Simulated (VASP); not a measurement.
Ag: single point with r2SCAN

Crystal: Ag.

```
Ag
1.0
     0.00000    2.96380    2.96380
     2.96380    0.00000    2.96380
     2.96380    2.96380    0.00000
Ag
2
Direct
  0.12500 0.12500 0.12500
  0.87500 0.87500 0.87500
```

This isn't the form of Ag at room conditions, which is fcc.

| Item | Value |
| --- | --- |
| Program | VASP 6.6.1 |
| Task | single point |
| Functional | r2SCAN |
| Potentials or basis | VASP PAW PBE potentials, release 64 (Ag) |
| Cutoff | 520 eV |
| k mesh | 10 × 10 × 10 |
| Occupations | fermi-dirac, width 0.1 eV |
| Spin | no spin polarisation |
| Dipole correction | no |
| Further INCAR settings | ALGO = Normal; EDIFF = 1e-07; NBANDS = 18 |

| Property | Result |
| --- | --- |
| Pressure | 4.2 GPa |
| Band gap on the k mesh | zero (bands 11 and 12 overlap by 1.43 eV) |

Levels at points of the mesh, in eV from the Fermi level:
| k point | band 9 | band 10 | band 11 | band 12 | band 13 | band 14 |
| --- | --- | --- | --- | --- | --- | --- |
| (0.00, 0.00, 0.00) | -3.65 | -2.92 | -2.92 | 9.81 | 9.81 | 9.81 |
| (0.50, 0.00, 0.00) | -2.98 | -2.98 | -0.90 | -0.86 | 6.98 | 6.98 |
| (0.50, 0.50, 0.00) | -2.84 | -2.84 | 0.19 | 0.19 | 3.76 | 3.76 |

Wall time 96 s on 1 thread of Intel(R) Xeon(R) 6975P-C (Granite Rapids), on a shared host, peak memory 0.2 GiB.

Caveat: the cell stands under pressure; the PAW data sets were made with another functional, which shifts forces and pressure a little.
